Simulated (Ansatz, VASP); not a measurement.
**Ti in VASP and in Ansatz**

File INCAR:

```
SYSTEM = Ti
PREC = Accurate
ENCUT = 500
EDIFF = 1E-6
ISMEAR = -1
SIGMA = 0.05
LREAL = .FALSE.
LASPH = .TRUE.
NELM = 120
ALGO = Normal
ISIF = 2
LWAVE = .FALSE.
LCHARG = .TRUE.
GGA = PS
LELF = .TRUE.
LVHAR = .TRUE.
NBANDS = 19
GGA_COMPAT = .FALSE.
```

File KPOINTS:

```
regular mesh
0
G
  15 15 8
  0 0 0
```

File POSCAR:

```
Ti
1.0
    2.0794557187      0.0000000000      0.0000000000
   -1.0397278594      1.8008614784      0.0000000000
    0.0000000000      0.0000000000      4.0207848063
Ti
2
Direct
    0.3333333333      0.6666666667      0.2500000000
    0.6666666667      0.3333333333      0.7500000000
```

Input for Ansatz:

```yaml
crystal:
  lattice:
    - [2.0794557187, 0.0, 0.0]
    - [-1.0397278594, 1.8008614784, 0.0]
    - [0.0, 0.0, 4.0207848063]
  atoms:
    - { symbol: Ti, position: [0.3333333333, 0.6666666667, 0.25] }
    - { symbol: Ti, position: [0.6666666667, 0.3333333333, 0.75] }
kpoints:
  mp_grid: { grid: [15, 15, 8] }
  band_path:
    path:
      - [0.0, 0.0, 0.0]
      - [0.5, 0.0, 0.0]
      - [0.3333333333, 0.3333333333, 0.0]
      - [0.0, 0.0, 0.0]
      - [0.0, 0.0, 0.5]
      - [0.5, 0.0, 0.5]
      - [0.3333333333, 0.3333333333, 0.5]
      - [0.0, 0.0, 0.5]
      - [0.5, 0.0, 0.5]
    npoints: 8
scf:
  occupations: { method: fermi_dirac, width: 0.05 }
hamiltonian:
  xc: pbesol
  pseudopotentials: { kind: all_electron, lapw: { basis_error: 0.001 } }
output:
  forces: true
  stress: true
  eigenvalues: true
  populations: true
  dos: { projected: true, de: 0.2, e_range: [-14, 8] }
```

Change from the starting cell: volume scaled by 0.45, LAPW.

Alike in both runs: task single point; functional PBEsol; k mesh 15 × 15 × 8; occupations fermi-dirac, width 0.05 eV; no spin polarisation.

|  | VASP | Ansatz |
| --- | --- | --- |
| version | VASP 6.6.1 | Ansatz 0.2.0 |
| potentials or method | VASP PAW PBE potentials, release 64 (Ti_sv), cutoff 500 eV | all-electron LAPW, scalar-relativistic |

Ansatz gave:

```
pressure (GPa)                                                : 306.2
traceless stress, the component that is largest in VASP (GPa) : -0.07
```

What did VASP give for the same quantities?

Pressure (GPa): 314.1; traceless stress, the component that is largest in VASP (GPa): -8.13.

VASP's potentials were made for PBE, not for PBEsol. Both programs put the cell under a high pressure, so it lies far from rest at this level. Ansatz ran all-electron here, and VASP with PAW potentials.

Noted on VASP's run: the cell as given lies far from equilibrium.
